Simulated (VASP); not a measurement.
# Gd (Fm-3m) in VASP: a series of runs

Runs on Gd. Level: PBEsol. Tasks: single point.

All numbers are computed with VASP 6.6.1; they aren't measurements. Logs are shortened: lines on timing, memory, paths and dates and some standing lists are left out, and cuts for length are marked.

### 1 The cell of the first run

Symmetry: Fm-3m, No. 225, cubic system. Conventional cell: a = 5.172 Å, b = 5.172 Å, c = 5.172 Å, α = 90.00°, β = 90.00°, γ = 90.00°. Within 4.8 Å of Gd (site symmetry m-3m) lie 12 Gd at 3.66 Å.

This isn't the form of Gd at room conditions, which is hcp.

### 2 Single point, PBEsol, collinear spin, ferromagnetic start

Input file INCAR:

```
PREC = Accurate
ENCUT = 520
EDIFF = 1E-6
ISMEAR = -1
SIGMA = 0.1
LREAL = F
LASPH = T
NELM = 150
ALGO = Normal
ISIF = 2
LWAVE = F
LCHARG = F
ISPIN = 2
MAGMOM = 7
LORBIT = 11
LMAXMIX = 6
GGA = PS
NBANDS = 19
```

Input file KPOINTS:

```
Automatic mesh
0
Gamma
  10 10 10
```

Input file POSCAR:

```
Gd
1.0
    0.0000000000      2.5858200000      2.5858200000
    2.5858200000      0.0000000000      2.5858200000
    2.5858200000      2.5858200000      0.0000000000
Gd
1
Direct
    0.0000000000      0.0000000000      0.0000000000
```

Potentials or basis: VASP PAW PBE potentials, release 64 (Gd).

Run with:

```bash
$ cat potpaw_PBE.64/Gd/POTCAR > POTCAR
$ mpirun -np 1 vasp_std > vasp.out
```

OUTCAR:

```text
PREC = Accurate
   ENCUT = 520
   EDIFF = 1E-6
   ISMEAR = -1
   LREAL = F
   LASPH = T
   NELM = 150
   ISIF = 2
   ISPIN = 2
   LORBIT = 11
   GGA = PS

 ion  position               nearest neighbor table
   1  0.000  0.000  0.000-

  LATTYP: Found a face centered cubic cell.
 ALAT       =     5.1716400000

  Lattice vectors:

 A1 = (   0.0000000000,   2.5858200000,   2.5858200000)
 A2 = (   2.5858200000,   0.0000000000,   2.5858200000)
 A3 = (   2.5858200000,   2.5858200000,   0.0000000000)

Analysis of symmetry for initial positions (statically):
=====================================================================
 Subroutine PRICEL returns:
 Original cell was already a primitive cell.

 Routine SETGRP: Setting up the symmetry group for a
 face centered cubic supercell.

 Subroutine GETGRP returns: Found 48 space group operations
 (whereof 48 operations were pure point group operations)
 out of a pool of 48 trial point group operations.

The static configuration has the point symmetry O_h .

Analysis of symmetry for dynamics (positions and initial velocities):
=====================================================================
 Subroutine PRICEL returns:
 Original cell was already a primitive cell.

 Routine SETGRP: Setting up the symmetry group for a
 face centered cubic supercell.

 Subroutine GETGRP returns: Found 48 space group operations
 (whereof 48 operations were pure point group operations)
 out of a pool of 48 trial point group operations.

The dynamic configuration has the point symmetry O_h .

Analysis of structural, dynamic, and magnetic symmetry:
=====================================================================
 Subroutine PRICEL returns:
 Original cell was already a primitive cell.

 Routine SETGRP: Setting up the symmetry group for a
 face centered cubic supercell.

 Subroutine GETGRP returns: Found 48 space group operations
 (whereof 48 operations were pure point group operations)
 out of a pool of 48 trial point group operations.

The overall configuration has the point symmetry O_h .

 Subroutine INISYM returns: Found 48 space group operations
 (whereof 48 operations are pure point group operations),
 and found     1 'primitive' translations

----------------------------------------------------------------------------------------

                                     Primitive cell

  volume of cell :      34.5800

  direct lattice vectors                    reciprocal lattice vectors
     0.000000000  2.585820000  2.585820000    -0.193362260  0.193362260  0.193362260
     2.585820000  0.000000000  2.585820000     0.193362260 -0.193362260  0.193362260
     2.585820000  2.585820000  0.000000000     0.193362260  0.193362260 -0.193362260

  length of vectors
     3.656901714  3.656901714  3.656901714     0.334913259  0.334913259  0.334913259

  position of ions in fractional coordinates (direct lattice)
     0.000000000  0.000000000  0.000000000

  ion indices of the primitive-cell ions
   primitive index   ion index
                 1           1

----------------------------------------------------------------------------------------

 KPOINTS: Automatic mesh

Automatic generation of k-mesh.
 Grid dimensions read from file:
 generate k-points for:   10   10   10

 Generating k-lattice:

  Cartesian coordinates                     Fractional coordinates (reciprocal lattice)
    -0.019336226  0.019336226  0.019336226     0.100000000  0.000000000  0.000000000
     0.019336226 -0.019336226  0.019336226     0.000000000  0.100000000  0.000000000
     0.019336226  0.019336226 -0.019336226     0.000000000  0.000000000  0.100000000

  Length of vectors
     0.033491326  0.033491326  0.033491326

  Shift w.r.t. Gamma in fractional coordinates (k-lattice)
     0.000000000  0.000000000  0.000000000

 Subroutine IBZKPT returns following result:
 ===========================================

 Found     47 irreducible k-points:

 Following reciprocal coordinates:
            Coordinates               Weight
  0.000000  0.000000  0.000000      1.000000
[... 43 lines left out ...]
  ---------------------------------------------------
  free energy    TOTEN  =       -11.99749706 eV

  energy without entropy =      -11.90872558  energy(sigma->0) =      -11.95311132

 E-fermi :   2.6688     XC(G=0):  -9.9129

 val. band max:        2.6673600954   @ k =   0.5000   0.3000   0.0000
 cond. band min:       2.6791229568   @ k =  -0.3000   0.3000   0.1000
 fundamental gap:      0.0117628614
 Fermi energy:         2.6687921338

 spin component 1

 k-point     1 :       0.0000    0.0000    0.0000
  band No.  band energies     occupation
      1     -42.5580      1.00000
      2     -19.6486      1.00000
      3     -19.6486      1.00000
      4     -19.6486      1.00000
      5      -2.3440      1.00000
      6      -2.0606      1.00000
[... 11 lines left out ...]
     18      11.5329      0.00000
     19      14.7633      0.00000

 k-point     2 :       0.1000    0.0000    0.0000
  band No.  band energies     occupation
      1     -42.5531      1.00000
      2     -19.7103      1.00000
      3     -19.6565      1.00000
      4     -19.6565      1.00000
      5      -2.0899      1.00000
      6      -2.0537      1.00000
[... 476 lines left out ...]
 k-point    24 :       0.4000    0.3000    0.0000
  band No.  band energies     occupation
      1     -42.5029      1.00000
      2     -20.1158      1.00000
      3     -19.8379      1.00000
      4     -19.8182      1.00000
      5      -1.9994      1.00000
      6      -1.9890      1.00000
[... 11 lines left out ...]
     18      11.7907      0.00000
     19      13.0029      0.00000

 [... further k-points ...]

 spin component 2

 k-point     1 :       0.0000    0.0000    0.0000
  band No.  band energies     occupation
      1     -39.3898      1.00000
      2     -17.2825      1.00000
      3     -17.2825      1.00000
      4     -17.2825      1.00000
      5      -1.5766      1.00000
      6       2.9994      0.03535
[... 11 lines left out ...]
     18      12.5437      0.00000
     19      15.5054      0.00000

 k-point     2 :       0.1000    0.0000    0.0000
  band No.  band energies     occupation
      1     -39.3835      1.00000
      2     -17.3596      1.00000
      3     -17.2920      1.00000
      4     -17.2920      1.00000
      5      -1.3085      1.00000
      6       2.9840      0.04100
[... 476 lines left out ...]
 k-point    24 :       0.4000    0.3000    0.0000
  band No.  band energies     occupation
      1     -39.3196      1.00000
      2     -17.8568      1.00000
      3     -17.5135      1.00000
      4     -17.4889      1.00000
      5       1.2940      1.00000
      6       2.5550      0.75725
[... 11 lines left out ...]
     18      12.9556      0.00000
     19      14.1218      0.00000

 [... further k-points ...]

------------------------ aborting loop because EDIFF is reached ----------------------------------------

  FORCE on cell =-STRESS in cart. coord.  units (eV):
  Direction    XX          YY          ZZ          XY          YZ          ZX
  --------------------------------------------------------------------------------------
  -------------------------------------------------------------------------------------
  Total       -0.6310059     -0.6310059     -0.6310059      0.0000000      0.0000000     -0.0000000
  in kB      -29.2360818    -29.2360818    -29.2360818      0.0000000      0.0000000     -0.0000000
  external PRESSURE =     -29.2360818 kB  Pullay stress =       0.0000000 kB

 VOLUME and BASIS-vectors are now :
 -----------------------------------------------------------------------------
  energy-cutoff  :      520.00
  volume of cell :       34.58
      direct lattice vectors                 reciprocal lattice vectors
     0.000000000  2.585820000  2.585820000    -0.193362260  0.193362260  0.193362260
     2.585820000  0.000000000  2.585820000     0.193362260 -0.193362260  0.193362260
     2.585820000  2.585820000  0.000000000     0.193362260  0.193362260 -0.193362260

 POSITION                                       TOTAL-FORCE (eV/Angst)
 -----------------------------------------------------------------------------------
      0.00000      0.00000      0.00000        -0.000000      0.000000     -0.000000
 -----------------------------------------------------------------------------------
    total drift:                               -0.000000     -0.000000     -0.000000

  FREE ENERGIE OF THE ION-ELECTRON SYSTEM (eV)
  ---------------------------------------------------
  free  energy   TOTEN  =       -11.9974970558 eV

  energy  without entropy=      -11.9087255780  energy(sigma->0) =      -11.95311132

 total charge

# of ion       s       p       d       f       tot
--------------------------------------------------
    1        2.070   5.545   0.545   7.017  15.177

 magnetization (x)

# of ion       s       p       d       f       tot
--------------------------------------------------
    1        0.002  -0.050   0.180   6.778   6.910
```

It took 97 s on 1 thread of Intel Xeon Platinum 8488C (Sapphire Rapids), shared host; peak memory 0.21 GiB.

Results:

```yaml
Free_energy: -11.9975 eV
Pressure: -2.9 GPa
Net_moment: 7.46 μB per cell
Site_moments: Gd +6.91 μB
Valence_electrons_inside_the_program's_atomic_spheres: Gd 15.18
```

Levels at points of the mesh, in eV from the Fermi level:
Spin up:
| k point | band 11 | band 12 | band 13 | band 14 | band 15 | band 16 |
| --- | --- | --- | --- | --- | --- | --- |
| (0.00, 0.00, 0.00) | -4.58 | -4.58 | 1.32 | 1.32 | 1.32 | 3.46 |
| (0.50, 0.00, 0.00) | -4.57 | -2.42 | 0.73 | 1.17 | 1.17 | 5.06 |
| (0.50, 0.50, 0.00) | -4.59 | -2.13 | -1.36 | 2.17 | 5.09 | 5.52 |
Spin down:
| k point | band 2 | band 3 | band 4 | band 5 | band 6 | band 7 | band 8 | band 9 |
| --- | --- | --- | --- | --- | --- | --- | --- | --- |
| (0.00, 0.00, 0.00) | -19.95 | -19.95 | -19.95 | -4.25 | 0.33 | 0.50 | 0.50 | 0.50 |
| (0.50, 0.00, 0.00) | -20.70 | -20.05 | -20.05 | -1.57 | 0.35 | 0.52 | 0.52 | 0.54 |
| (0.50, 0.50, 0.00) | -20.65 | -20.22 | -20.22 | -1.44 | -0.46 | 0.54 | 0.55 | 0.55 |

Caveat: the PAW data sets were made with another functional, which shifts forces and pressure a little; spin-orbit coupling is left out, which moves the levels of the heavy elements; semilocal functionals describe open f shells poorly, which spoils levels, moments and volumes. The state reached can hang on the start; a lower one may exist.

### 3 Single point, PBEsol, collinear spin, ferromagnetic start

This run uses another cell than the first one, of 35.50 Å³/atom.

Input file INCAR:

```
SYSTEM = Gd
PREC     = Accurate       ! precision mode
ENCUT    = 520            ! plane-wave cutoff, eV
EDIFF    = 1E-6           ! SCF threshold, eV
ISMEAR   = -1             ! smearing method
SIGMA    = 0.1            ! smearing width, eV
LREAL    = .FALSE.        ! projectors in reciprocal space
LASPH    = .TRUE.         ! aspherical terms in the spheres
NELM     = 150            ! most SCF steps
ALGO     = Normal         ! electronic algorithm
ISIF     = 2              ! what is computed and relaxed
LWAVE    = .FALSE.        ! write WAVECAR
LCHARG   = .FALSE.        ! write CHGCAR
ISPIN    = 2              ! spin polarisation
MAGMOM   = 7              ! initial moments
LORBIT   = 11             ! projections on sites
LMAXMIX  = 6              ! l up to which the mixer works
GGA      = PS             ! functional
NBANDS   = 19             ! bands
```

Input file KPOINTS:

```
Automatic mesh
0
G
  10 10 10
  0 0 0
```

Input file POSCAR:

```
Gd
1.0
    0.0000000000      2.6086037290      2.6086037290
    2.6086037290      0.0000000000      2.6086037290
    2.6086037290      2.6086037290      0.0000000000
Gd
1
Direct
    0.0000000000      0.0000000000      0.0000000000
```

Potentials or basis: VASP PAW PBE potentials, release 64 (Gd).

Run with:

```bash
$ cat potpaw_PBE.64/Gd/POTCAR > POTCAR
$ mpirun -np 1 vasp_std > vasp.out
```

Run time: 86 s. Hardware: 1 thread of Intel Xeon Platinum 8488C (Sapphire Rapids), shared host; peak memory 0.21 GiB.

The run converged. Its results:

* Free energy: -11.9787 eV
* Pressure: -3.6 GPa
* Net moment: 7.49 μB per cell
* Site moments: Gd +6.92 μB
* Valence electrons inside the program's atomic spheres: Gd 15.17

Levels at points of the mesh, in eV from the Fermi level:
Spin up:
| k point | band 10 | band 11 | band 12 | band 13 | band 14 | band 15 | band 16 | band 17 |
| --- | --- | --- | --- | --- | --- | --- | --- | --- |
| (0.00, 0.00, 0.00) | -4.61 | -4.61 | -4.61 | 1.29 | 1.29 | 1.29 | 3.37 | 3.37 |
| (0.50, 0.00, 0.00) | -4.62 | -4.60 | -2.40 | 0.63 | 1.15 | 1.15 | 4.91 | 4.91 |
| (0.50, 0.50, 0.00) | -4.63 | -4.62 | -2.08 | -1.32 | 2.03 | 4.94 | 5.35 | 5.35 |
Spin down:
| k point | band 1 | band 2 | band 3 | band 4 | band 5 | band 6 | band 7 | band 8 | band 9 | band 10 |
| --- | --- | --- | --- | --- | --- | --- | --- | --- | --- | --- |
| (0.00, 0.00, 0.00) | -42.09 | -20.01 | -20.01 | -20.01 | -4.20 | 0.32 | 0.48 | 0.48 | 0.48 | 0.72 |
| (0.50, 0.00, 0.00) | -42.03 | -20.70 | -20.10 | -20.10 | -1.52 | 0.34 | 0.50 | 0.50 | 0.51 | 0.65 |
| (0.50, 0.50, 0.00) | -42.01 | -20.65 | -20.26 | -20.26 | -1.37 | -0.39 | 0.51 | 0.52 | 0.52 | 0.53 |

Caveat: the cell stands under tension; the PAW data sets were made with another functional, which shifts forces and pressure a little; spin-orbit coupling is left out, which moves the levels of the heavy elements; semilocal functionals describe open f shells poorly, which spoils levels, moments and volumes.

### 4 Single point, PBEsol, collinear spin, ferromagnetic start

This run uses another cell than the first one, of 36.42 Å³/atom.

Input file INCAR:

```
SYSTEM = Gd
  PREC = Accurate
  ENCUT = 520
  EDIFF = 1E-7
  ISMEAR = -1
  SIGMA = 0.1
  LREAL = .False.
  LASPH = .True.
  NELM = 150
  ALGO = Normal
  ISIF = 2
  LWAVE = .False.
  LCHARG = .False.
  ISPIN = 2
  MAGMOM = 7
  LORBIT = 11
  LMAXMIX = 6
  GGA = PS
  NBANDS = 19
```

Input file KPOINTS:

```
regular mesh
0
Gamma
  10 10 10
  0 0 0
```

Input file POSCAR:

```
Gd
1.0
    0.0000000000      2.6309962726      2.6309962726
    2.6309962726      0.0000000000      2.6309962726
    2.6309962726      2.6309962726      0.0000000000
Gd
1
Direct
    0.0000000000      0.0000000000      0.0000000000
```

Run with:

```bash
$ cat potpaw_PBE.64/Gd/POTCAR > POTCAR
$ mpirun -np 1 vasp_std > vasp.out
```

Run time: 96 s. Hardware: 1 thread of Intel Xeon Platinum 8488C (Sapphire Rapids), shared host; peak memory 0.21 GiB.

Results (log left out):

```yaml
Free_energy: -11.9572 eV
Pressure: -4.0 GPa
Net_moment: 7.53 μB per cell
Site_moments: Gd +6.92 μB
Valence_electrons_inside_the_program's_atomic_spheres: Gd 15.16
```

Levels at points of the mesh, in eV from the Fermi level:
Spin up:
```csv
k point,band 11,band 12,band 13,band 14,band 15,band 16
"(0.00, 0.00, 0.00)",-4.63,-4.63,1.26,1.26,1.26,3.29
"(0.50, 0.00, 0.00)",-4.63,-2.38,0.55,1.13,1.13,4.77
"(0.50, 0.50, 0.00)",-4.64,-2.02,-1.28,1.90,4.81,5.20
```
Spin down:
```tsv
k point	band 3	band 4	band 5	band 6	band 7	band 8
(0.00, 0.00, 0.00)	-20.06	-20.06	-4.14	0.31	0.46	0.46
(0.50, 0.00, 0.00)	-20.15	-20.15	-1.47	0.33	0.48	0.48
(0.50, 0.50, 0.00)	-20.29	-20.29	-1.30	-0.32	0.49	0.50
```

Caveat: the cell stands under tension; the PAW data sets were made with another functional, which shifts forces and pressure a little; spin-orbit coupling is left out, which moves the levels of the heavy elements; semilocal functionals describe open f shells poorly, which spoils levels, moments and volumes. The state reached can hang on the start; a lower one may exist.

### 5 Single point, PBEsol, collinear spin, ferromagnetic start

This run uses another cell than the first one, of 37.35 Å³/atom.

Input file INCAR:

```
  PREC = Accurate
  ENCUT = 520
  EDIFF = 1E-7
  ISMEAR = -1
  SIGMA = 0.1
  LREAL = False
  LASPH = True
  NELM = 150
  ALGO = Normal
  ISIF = 2
  LWAVE = False
  LCHARG = False
  ISPIN = 2
  MAGMOM = 7
  LORBIT = 11
  LMAXMIX = 6
  GGA = PS
  NBANDS = 19
```

Input file KPOINTS:

```
Automatic mesh
0
Gamma
  10 10 10
```

Input file POSCAR:

```
Gd
1.0
    0.0000000000      2.6530140015      2.6530140015
    2.6530140015      0.0000000000      2.6530140015
    2.6530140015      2.6530140015      0.0000000000
Gd
1
Direct
    0.0000000000      0.0000000000      0.0000000000
```

Run with:

```bash
$ cat potpaw_PBE.64/Gd/POTCAR > POTCAR
$ mpirun -np 1 vasp_std > vasp.out
```

Wall time 2.1 min (1 thread of Intel Xeon Platinum 8488C (Sapphire Rapids), shared host); peak memory 0.21 GiB.

It converged, with:

| Quantity | Value |
| --- | --- |
| Free energy | -11.9334 eV |
| Pressure | -4.4 GPa |
| Net moment | 7.57 μB per cell |
| Site moments | Gd +6.93 μB |
| Valence electrons inside the program's atomic spheres | Gd 15.15 |

Levels at points of the mesh, in eV from the Fermi level:
Spin up:
| k point | band 11 | band 12 | band 13 | band 14 | band 15 | band 16 |
| --- | --- | --- | --- | --- | --- | --- |
| (0.00, 0.00, 0.00) | -4.65 | -4.65 | 1.23 | 1.23 | 1.23 | 3.20 |
| (0.50, 0.00, 0.00) | -4.65 | -2.36 | 0.47 | 1.11 | 1.11 | 4.64 |
| (0.50, 0.50, 0.00) | -4.67 | -1.97 | -1.25 | 1.78 | 4.68 | 5.05 |
Spin down:
```tsv
k point	band 2	band 3	band 4	band 5	band 6	band 7	band 8	band 9
(0.00, 0.00, 0.00)	-20.12	-20.12	-20.12	-4.09	0.31	0.44	0.44	0.44
(0.50, 0.00, 0.00)	-20.70	-20.19	-20.19	-1.43	0.32	0.46	0.46	0.47
(0.50, 0.50, 0.00)	-20.66	-20.33	-20.33	-1.24	-0.26	0.47	0.48	0.48
```

Caveat: the cell stands under tension; the PAW data sets were made with another functional, which shifts forces and pressure a little; spin-orbit coupling is left out, which moves the levels of the heavy elements; semilocal functionals describe open f shells poorly, which spoils levels, moments and volumes. The state reached can hang on the start; a lower one may exist.

### 6 Summary

```tsv
cell	gap on the mesh (eV)	pressure (GPa)	moment (μB)
a = 3.657 Å, angles 60.0°, 1 atom	none	-2.9	7.46
a = 3.689 Å, angles 60.0°, 1 atom	none	-3.6	7.49
a = 3.721 Å, angles 60.0°, 1 atom	none	-4.0	7.53
a = 3.752 Å, angles 60.0°, 1 atom	none	-4.4	7.57
```

Alike in all rows: task single point; level PBEsol; potentials or basis VASP PAW PBE potentials, release 64 (Gd); spin collinear, ferromagnetic start; k mesh 10 × 10 × 10; cutoff (eV) 520; smearing fermi-dirac 0.1 eV.

Caveats: the PAW data sets were made with another functional, which shifts forces and pressure a little; spin-orbit coupling is left out, which moves the levels of the heavy elements; semilocal functionals describe open f shells poorly, which spoils levels, moments and volumes; the cell stands under tension (at least some runs).

Total energies depend on the potentials used, so only differences within one code and one set of settings carry meaning.

The gap in the log of VASP goes by the Fermi energy; the results here count the filled bands.